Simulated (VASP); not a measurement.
Runs of VASP 6.6.1 on Ru. The structure is hexagonal, space group P6_3/mmc (No. 194). Conventional cell: a = 2.708 Å, b = 2.708 Å, c = 4.268 Å, α = 90.00°, β = 90.00°, γ = 120.00°. Within 3.5 Å of Ru (site symmetry -6m2) lie 12 Ru at 2.65 to 2.71 Å. 

```tsv
task	level	potentials or basis	spin	k mesh	smearing	gap on the mesh (eV)	pressure (GPa)	largest force (eV/Å)
single point	PBEsol	VASP PAW PBE potentials, release 64 (Ru_pv)	off	4 × 10 × 1	gaussian 0.1 eV	none	(a)	0.15
single point	PBE	VASP PAW PBE potentials, release 64 (Ru_pv)	off	1 × 4 × 7	gaussian 0.1 eV	none	25.3	0.93
electric field gradients	LDA	VASP PAW LDA potentials, release 64 (Ru_pv)	off	3 × 3 × 1	methfessel-paxton 0.12 eV	none	(b)	-
single point	LDA	VASP PAW LDA potentials, release 64 (Ru_pv)	collinear, ferromagnetic start	9 × 9 × 6	methfessel-paxton 0.1 eV	none	-11.1	-
single point	PBE	VASP PAW PBE potentials, release 64 (Ru_pv)	off	9 × 9 × 6	gaussian 0.1 eV	none	4.9	-
```

Alike in all rows: cell as given; cutoff (eV) 520.

Task: Fill in the values left out.

Result: (a) -8.7; (b) -1.6.

Caveats: some runs use coarse meshes; the PAW data sets were made with another functional, which shifts forces and pressure a little (some runs).

A k mesh can miss the band edges, and the runs leave out spin-orbit coupling on Ru.

A gap of «none» marks levels without a gap at the run's occupations.
